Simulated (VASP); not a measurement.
# Pt9Se17 (a cell with a defect) in VASP: further runs

Pt9Se17 (a cell with a defect) is run at these levels: PBE; tasks: single point.

Everything below comes from runs of VASP 6.6.1. Logs are shortened: lines on timing, memory, paths and dates and some standing lists are left out, and cuts for length are marked.

**1. The cell of the first run**

The cell holds a defect, 26 atoms: a = 9.192 Å, b = 9.192 Å, c = 9.192 Å, α = 75.50°, β = 75.50°, γ = 75.50°.

**2. Single point, PBE, collinear spin (atoms taken out, then relaxed in part)**

INCAR reads:

```
PREC = Accurate
ENCUT = 520
EDIFF = 1E-7
ISMEAR = 0
SIGMA = 0.01
LREAL = Auto
LASPH = T
NELM = 150
ALGO = Normal
ISIF = 2
LWAVE = F
LCHARG = F
ISPIN = 2
MAGMOM = 0.333 0 0 0.333 0 0 0 0 0.333 0 0 0 0 0 0 0 0 0 0 0 0 0 0 0 0 0
LORBIT = 11
LMAXMIX = 4
GGA = PE
NBANDS = 119
NELECT = 191.0
LUSENCCL = F
```

KPOINTS reads:

```
Automatic mesh
0
Gamma
  2 2 2
  0.5 0.5 0.5
```

POSCAR reads:

```
Pt9Se17
1.0
   -5.6273392466      3.2489458289      6.5013329040
    0.0000000000     -6.4978916577      6.5013329040
    5.6273392466      3.2489458289      6.5013329040
Pt Se
9 17
Direct
    0.6675570936      0.6707250865      0.6684991820
   -0.0016601172      0.3323439558      0.6670278815
    0.3327049623      0.6668711958     -0.0007577421
    0.3366117594      0.0016361960      0.6684829602
    0.6663023047      0.3325403768     -0.0009440752
   -0.0016767876      0.6668960349      0.3335100134
   -0.0016655379      0.0006960377     -0.0008450552
    0.3327104836      0.3324895786      0.3335132487
    0.6676900614      0.0018380251      0.3372177037
    0.8184654873      0.4925277273      0.4901724319
    0.1585246013      0.8235807893      0.8192861820
    0.1586071383      0.1523958909      0.4901268302
    0.4893940935      0.4926501908      0.8191394486
    0.8183217461      0.8236223665      0.1593045507
    0.8190086413      0.1531812506      0.8198777686
    0.1543670919      0.4885386156      0.1552347807
    0.4893124917      0.1525495388      0.1592071708
    0.5099718628      0.5110305974      0.1777331946
    0.8426424315      0.1770142706      0.1749479965
    0.1768028135      0.5109907860      0.5107840027
    0.1768936927      0.8442035251      0.1777747909
    0.5108789318      0.1760782406      0.5117044719
    0.8432245732      0.5079127424      0.8436481558
    0.8419478629      0.8450529690      0.5116570113
    0.1742564161      0.1770415490      0.8434950307
    0.5110825693      0.8448864481      0.8427311509
```

Potentials or basis: VASP PAW PBE potentials, release 64 (Pt, Se).

The run is started by

```sh
$ cat potpaw_PBE.64/Pt/POTCAR potpaw_PBE.64/Se/POTCAR > POTCAR
$ mpirun -np 1 vasp_std > vasp.out
```

OUTCAR:

```text
PREC = Accurate
   ENCUT = 520
   EDIFF = 1E-7
   ISMEAR = 0
   LREAL = Auto
   LASPH = T
   NELM = 150
   ISIF = 2
   ISPIN = 2
   LORBIT = 11
   GGA = PE
   NELECT = 191.0

 ion  position               nearest neighbor table
   1  0.668  0.671  0.668-  26 2.48  24 2.49  23 2.51  13 2.52  10 2.52
   2  0.998  0.332  0.667-  23 2.50  25 2.51  20 2.54  15 2.54  10 2.54  12 2.55
   3  0.333  0.667  0.999-  11 2.52  13 2.52  18 2.53  21 2.53  26 2.53  16 2.53
   4  0.337  0.002  0.668-  26 2.49  22 2.49  25 2.51  11 2.52  12 2.52
   5  0.666  0.333  0.999-  19 2.51  23 2.51  18 2.54  15 2.54  13 2.54  17 2.55
   6  0.998  0.667  0.334-  10 2.52  14 2.52  20 2.53  21 2.53  24 2.53  16 2.53
   7  0.998  0.001  0.999-  19 2.51  25 2.51  21 2.54  15 2.54  11 2.55  14 2.55
   8  0.333  0.332  0.334-  12 2.52  17 2.52  18 2.53  20 2.53  22 2.53  16 2.53
   9  0.668  0.002  0.337-  24 2.49  22 2.49  19 2.51  14 2.52  17 2.52
  10  0.818  0.493  0.490-   6 2.52   1 2.52   2 2.54
  11  0.159  0.824  0.819-   4 2.52   3 2.52   7 2.55
  12  0.159  0.152  0.490-   8 2.52   4 2.52   2 2.55
  13  0.489  0.493  0.819-   1 2.52   3 2.52   5 2.54
  14  0.818  0.824  0.159-   9 2.52   6 2.52   7 2.55
  15  0.819  0.153  0.820-   7 2.54   5 2.54   2 2.54
[... 9 lines left out ...]
  25  0.174  0.177  0.843-   2 2.51   7 2.51   4 2.51
  26  0.511  0.845  0.843-   1 2.48   4 2.49   3 2.53

  LATTYP: Found a trigonal (rhomboedric) cell.
 ALAT       =     9.1918401598
 COS(alpha) =     0.2503970905

  Lattice vectors:

 A1 = (  -5.6273392466,   3.2489458289,   6.5013329040)
 A2 = (   0.0000000000,  -6.4978916577,   6.5013329040)
 A3 = (   5.6273392466,   3.2489458289,   6.5013329040)

Analysis of symmetry for initial positions (statically):
=====================================================================
 Subroutine PRICEL returns:
 Original cell was already a primitive cell.

 Routine SETGRP: Setting up the symmetry group for a
 trigonal (rhombohedral) supercell.

 Subroutine GETGRP returns: Found  1 space group operations
 (whereof  1 operations were pure point group operations)
 out of a pool of 12 trial point group operations.

The static configuration has the point symmetry C_1 .

Analysis of symmetry for dynamics (positions and initial velocities):
=====================================================================
 Subroutine PRICEL returns:
 Original cell was already a primitive cell.

 Routine SETGRP: Setting up the symmetry group for a
 trigonal (rhombohedral) supercell.

 Subroutine GETGRP returns: Found  1 space group operations
 (whereof  1 operations were pure point group operations)
 out of a pool of 12 trial point group operations.

The dynamic configuration has the point symmetry C_1 .

Analysis of structural, dynamic, and magnetic symmetry:
=====================================================================
 Subroutine PRICEL returns:
 Original cell was already a primitive cell.

 Routine SETGRP: Setting up the symmetry group for a
 trigonal (rhombohedral) supercell.

 Subroutine GETGRP returns: Found  1 space group operations
 (whereof  1 operations were pure point group operations)
 out of a pool of 12 trial point group operations.

The overall configuration has the point symmetry C_1 .

 Subroutine INISYM returns: Found  1 space group operations
 (whereof  1 operations are pure point group operations),
 and found     1 'primitive' translations

----------------------------------------------------------------------------------------

                                     Primitive cell

  volume of cell :     713.1801

  direct lattice vectors                    reciprocal lattice vectors
    -5.627339247  3.248945829  6.501332904    -0.088851938  0.051298691  0.051271537
     0.000000000 -6.497891658  6.501332904     0.000000000 -0.102597381  0.051271537
     5.627339247  3.248945829  6.501332904     0.088851938  0.051298691  0.051271537

  length of vectors
     9.191840160  9.191840160  9.191840160     0.114695219  0.114695219  0.114695219

  position of ions in fractional coordinates (direct lattice)
[... 89 lines left out ...]
   number of dos      NEDOS =    301   number of ions     NIONS =     26
   total plane-waves  NPLWV = 343000
   dimension x,y,z NGX =    70 NGY =   70 NGZ =   70
   dimension x,y,z NGXF=   140 NGYF=  140 NGZF=  140
   ions per type =               9  17
   NGX,Y,Z   is equivalent  to a cutoff of  12.66, 12.66, 12.66 a.u.
   NGXF,Y,Z  is equivalent  to a cutoff of  25.32, 25.32, 25.32 a.u.
 SYSTEM =  unknown system
   PREC   = accura    normal or accurate (medium, high low for compatibility)
   ISTART =      0    job   : 0-new  1-cont  2-samecut
   ICHARG =      2    charge: 1-file 2-atom 10-const
   ISPIN  =      2    spin polarized calculation?
   LNONCOLLINEAR =      F non collinear calculations
   LSORBIT =      F    spin-orbit coupling
   LASPH  =      T    aspherical Exc in radial PAW
   ENCUT  =  520.0 eV  38.22 Ry    6.18 a.u.  17.09 17.09 17.09*2*pi/ulx,y,z
   NELM   =    150;   NELMIN=  2; NELMDL= -5     # of ELM steps
   EDIFF  = 0.1E-06   stopping-criterion for ELM
   LREAL  =      T    real-space projection
   EDIFFG = 0.1E-05   stopping-criterion for IOM
   NSW    =      0    number of steps for IOM
   IBRION =     -1    ionic relax: 0-MD 1-quasi-New 2-CG
   NFREE  =      0    steps in history (QN), initial steepest desc. (CG)
   ISIF   =      2    stress and relaxation
   ISYM   =      2    0-nonsym 1-usesym 2-fastsym
   POTIM  = 0.5000    time-step for ionic-motion
   TEBEG  =    0.0;   TEEND  =   0.0 temperature during run
   PSTRESS=    0.0 pullay stress
   NELECT =     191.0000    total number of electrons
   NUPDOWN=      -1.0000    fix difference up-down
   EMIN   =  10.00;   EMAX   =-10.00  energy-range for DOS
   EFERMI =   0.00;   METHOD = LEGACY
   ISMEAR =     0;   SIGMA  =   0.01  broadening in eV -4-tet -1-fermi 0-gaus
   EFERMI_NEDOS =   21; number of points for ismear=-14 and -15
   IALGO  =     38    algorithm
   IMIX   =      4    mixing-type and parameters
     AMIX     =   0.40;   BMIX     =  1.00
     AMIX_MAG =   1.60;   BMIX_MAG =  1.00
  volume/ion in A,a.u.               =      27.43       185.11
  Fermi-wavevector in a.u.,A,eV,Ry     =   1.055244  1.994122 15.150629  1.113540
  Thomas-Fermi vector in A             =   2.190435
   LORBIT       =     11    0 simple, 1 ext, 2 COOP (PROOUT), +10 PAW based schemes
   GGA     = PE    functional components
   LHFCALC =     F    Hartree Fock is set to
   AEXX    =    0.0000 exact exchange contribution
   IVDW    =     0    specifies the selected vdW correction
   LEPSILON=     F    determine dielectric tensor
   LRPA    =     F    only Hartree local field effects (RPA)
 spin polarized calculation
 Gauss-broadening in eV      SIGMA  =   0.01
  energy-cutoff  :      520.00
  volume of cell :      713.18
 maximum number of plane-waves:     19212
 NGX is ok and might be reduce to    70
   NGX = 35   NGY = 35   NGZ = 35

 number of electron     190.9999999 magnetization       0.4999859

 Free energy of the ion-electron system (eV)
  ---------------------------------------------------
  ext. energy  EPLUGINS =         0.00000000
  ---------------------------------------------------
  free energy    TOTEN  =      -126.36471691 eV

  energy without entropy =     -126.36284878  energy(sigma->0) =     -126.36378285

 E-fermi :   2.9780     XC(G=0):  -8.7465

 val. band max:        2.9772259859   @ k =   0.2500  -0.2500   0.2500
 cond. band min:       3.0278405713   @ k =   0.2500   0.2500  -0.2500
 fundamental gap:      0.0506145854
 Fermi energy:         2.9780260515

 spin component 1

 k-point     1 :       0.2500    0.2500    0.2500
  band No.  band energies     occupation
      1     -11.4896      1.00000
      2     -10.7440      1.00000
      3     -10.7376      1.00000
      4     -10.6416      1.00000
      5     -10.4700      1.00000
      6     -10.4688      1.00000
[... 429 lines left out ...]
    106       4.5397      0.00000
    107       4.6013      0.00000
 Fermi energy:         2.9780260515

 spin component 2

 k-point     1 :       0.2500    0.2500    0.2500
  band No.  band energies     occupation
      1     -11.4667      1.00000
      2     -10.7087      1.00000
      3     -10.7001      1.00000
      4     -10.6164      1.00000
      5     -10.4568      1.00000
      6     -10.4556      1.00000
[... 429 lines left out ...]
    106       4.5528      0.00000
    107       4.6146      0.00000
 [bands above 107 left out]

------------------------ aborting loop because EDIFF is reached ----------------------------------------

  FORCE on cell =-STRESS in cart. coord.  units (eV):
  Direction    XX          YY          ZZ          XY          YZ          ZX
  --------------------------------------------------------------------------------------
  -------------------------------------------------------------------------------------
  Total      -11.4048955    -11.5367589     -9.8325270      0.0128178      0.0215710      0.0269884
  in kB      -25.6213889    -25.9176235    -22.0890231      0.0287954      0.0484599      0.0606302
  external PRESSURE =     -24.5426785 kB  Pullay stress =       0.0000000 kB

 VOLUME and BASIS-vectors are now :
 -----------------------------------------------------------------------------
  energy-cutoff  :      520.00
  volume of cell :      713.18
      direct lattice vectors                 reciprocal lattice vectors
    -5.627339247  3.248945829  6.501332904    -0.088851938  0.051298691  0.051271537
     0.000000000 -6.497891658  6.501332904     0.000000000 -0.102597381  0.051271537
     5.627339247  3.248945829  6.501332904     0.088851938  0.051298691  0.051271537

 POSITION                                       TOTAL-FORCE (eV/Angst)
 -----------------------------------------------------------------------------------
      0.00530     -0.01752     13.04675        -0.019516      0.012363     -0.016487
     -1.86441      3.25115     12.98779         0.017018      0.011409     -0.002875
      3.75083     -0.00583     12.99498         0.002727      0.006345      0.002289
      1.86755      3.25487      6.54509         0.000826      0.003906     -0.004416
      1.87252      3.24985     12.98900        -0.020728      0.016891     -0.004033
     -3.74113     -0.00636     12.99440        -0.004679      0.009285      0.001906
[... 18 lines left out ...]
      3.76603      2.15622      7.76775         0.010456     -0.005116      0.002281
      1.86630     -1.09151     14.29448         0.015019     -0.007104      0.017770
 -----------------------------------------------------------------------------------
    total drift:                                0.003100     -0.062006     -0.004578

  FREE ENERGIE OF THE ION-ELECTRON SYSTEM (eV)
  ---------------------------------------------------
  free  energy   TOTEN  =      -126.3647169135 eV

  energy  without entropy=     -126.3628487784  energy(sigma->0) =     -126.36378285

 total charge

# of ion       s       p       d       tot
------------------------------------------
    1        0.656   0.581   8.025   9.261
    2        0.671   0.679   7.970   9.320
    3        0.669   0.678   7.977   9.324
    4        0.656   0.581   8.025   9.262
    5        0.671   0.678   7.970   9.319
    6        0.669   0.678   7.977   9.324
[... 18 lines left out ...]
   25        1.487   2.171   0.064   3.722
   26        1.476   2.231   0.061   3.767
--------------------------------------------------
tot         31.142  43.422  72.891 147.455

 magnetization (x)

# of ion       s       p       d       tot
------------------------------------------
    1        0.000   0.005   0.022   0.027
    2       -0.000  -0.000   0.002   0.001
    3       -0.000   0.000  -0.001  -0.001
    4       -0.000   0.005   0.019   0.024
    5       -0.000  -0.000   0.002   0.001
    6       -0.000   0.000  -0.001  -0.001
[... 18 lines left out ...]
   25        0.001   0.037   0.000   0.038
   26        0.000   0.010   0.000   0.011
--------------------------------------------------
tot          0.005   0.271   0.063   0.340
```

Run time: 2.7 min. Hardware: 1 × NVIDIA H100 80GB with 1 thread of AMD EPYC 7R13 (Zen 3), shared host; peak memory 1.9 GiB.

Results:

```
Free energy                                           : -126.3647 eV
Largest force                                         : 0.028 eV/Å
Net moment                                            : 0.50 μB per cell
Site moments                                          : Pt +0.03, +0.00, -0.00, +0.02 (each value once); Se +0.01, +0.00, +0.04 (each value once) μB
Valence electrons inside the program's atomic spheres : Pt 9.26, 9.32 (each value once); Se 3.75, 3.72, 3.77 (each value once)
```

Forces in eV/Å, atoms in the order of the input:
```
Pt  -0.020  0.012 -0.016
Pt   0.017  0.011 -0.003
Pt   0.003  0.006  0.002
Pt   0.001  0.004 -0.004
Pt  -0.021  0.017 -0.004
Pt  -0.005  0.009  0.002
Pt   0.001 -0.020 -0.007
Pt  -0.003 -0.009  0.008
Pt   0.009  0.003 -0.009
Se   0.003 -0.016 -0.002
Se  -0.006  0.002 -0.004
Se  -0.004 -0.007 -0.006
Se   0.007 -0.011  0.004
Se  -0.005  0.005  0.000
Se  -0.005  0.005  0.008
Se   0.000  0.001 -0.009
Se   0.007 -0.006  0.002
Se  -0.010 -0.002 -0.013
Se  -0.008 -0.006  0.014
Se   0.002  0.001 -0.007
Se   0.006  0.009 -0.011
Se  -0.003  0.007  0.012
Se   0.007 -0.006  0.007
Se   0.001  0.001  0.016
Se   0.010 -0.005  0.002
Se   0.015 -0.007  0.018
```

Caveat: the k points lie up to 0.36 Å⁻¹ apart; the cell carries a net charge on a neutralising background, which shifts energy and pressure; the cell differs from its parent crystal (atoms taken out, then relaxed in part); the cell is charged against a uniform background, so pressure and absolute levels hang on convention; spin-orbit coupling is left out, which moves the levels of the heavy elements.

**3. Single point, PBE, collinear spin (atoms taken out, then relaxed in part)**

INCAR reads:

```
PREC     = Accurate       # precision mode
ENCUT    = 520            # plane-wave cutoff, eV
EDIFF    = 1E-6           # SCF threshold, eV
ISMEAR   = 0              # smearing method
SIGMA    = 0.01           # smearing width, eV
LREAL    = Auto         
LASPH    = True           # aspherical terms in the spheres
NELM     = 150            # most SCF steps
ALGO     = Normal         # electronic algorithm
ISIF     = 2              # what is computed and relaxed
LWAVE    = False          # write WAVECAR
LCHARG   = False          # write CHGCAR
ISPIN    = 2              # spin polarisation
MAGMOM   = 1 0 0 1 0 0 0 0 1 0 0 0 0 0 0 0 0 0 0 0 0 0 0 0 0 0 # initial moments
LORBIT   = 11             # projections on sites
LMAXMIX  = 4              # l up to which the mixer works
GGA      = PE             # functional
NELECT   = 191.0        
NBANDS   = 119            # bands
LUSENCCL = False
```

KPOINTS is that of step 2.

POSCAR is that of step 2.

Potentials or basis: VASP PAW PBE potentials, release 64 (Pt, Se).

The run is started by

```sh
$ cat potpaw_PBE.64/Pt/POTCAR potpaw_PBE.64/Se/POTCAR > POTCAR
$ mpirun -np 1 vasp_std > vasp.out
```

It took 2.5 min on 1 × NVIDIA H100 80GB with 1 thread of AMD EPYC 7R13 (Zen 3), shared host; peak memory 1.9 GiB.

Results (log left out):

* Free energy: -126.3647 eV
* Largest force: 0.028 eV/Å
* Net moment: 0.50 μB per cell
* Site moments: Pt +0.03, +0.00, -0.00, +0.02 (each value once); Se +0.01, +0.00, +0.04 (each value once) μB
* Valence electrons inside the program's atomic spheres: Pt 9.26, 9.32 (each value once); Se 3.75, 3.72, 3.77 (each value once)

Forces on the atoms (eV/Å):
```
Pt  -0.020  0.012 -0.017
Pt   0.017  0.011 -0.003
Pt   0.003  0.006  0.002
Pt   0.001  0.004 -0.004
Pt  -0.021  0.017 -0.004
Pt  -0.005  0.009  0.002
Pt   0.001 -0.020 -0.007
Pt  -0.003 -0.009  0.008
Pt   0.009  0.004 -0.009
Se   0.003 -0.016 -0.001
Se  -0.006  0.002 -0.003
Se  -0.004 -0.007 -0.006
Se   0.007 -0.011  0.004
Se  -0.005  0.005  0.001
Se  -0.005  0.005  0.008
Se   0.000  0.001 -0.009
Se   0.007 -0.006  0.003
Se  -0.010 -0.002 -0.013
Se  -0.008 -0.006  0.014
Se   0.002  0.001 -0.007
Se   0.006  0.009 -0.011
Se  -0.003  0.007  0.012
Se   0.007 -0.006  0.007
Se   0.001  0.001  0.016
Se   0.010 -0.005  0.002
Se   0.015 -0.007  0.018
```

Levels at points of the mesh, in eV from the Fermi level:
Spin up:
```
           k point  band 92  band 93  band 94  band 95  band 96  band 97  band 98  band 99  band 100  band 101
(0.25, 0.25, 0.25)    -0.87    -0.81    -0.67    -0.67    -0.42     0.67     0.67     1.10      1.10      1.15
```
Spin down:
```
           k point  band 93  band 94  band 95  band 96  band 97  band 98
(0.25, 0.25, 0.25)    -0.79    -0.65    -0.65    -0.35     0.73     0.73
```

Caveat: the k points lie up to 0.36 Å⁻¹ apart; the cell carries a net charge on a neutralising background, which shifts energy and pressure; the cell differs from its parent crystal (atoms taken out, then relaxed in part); the cell is charged against a uniform background, so pressure and absolute levels hang on convention; spin-orbit coupling is left out, which moves the levels of the heavy elements.

(Continued in part 2 of 2.)
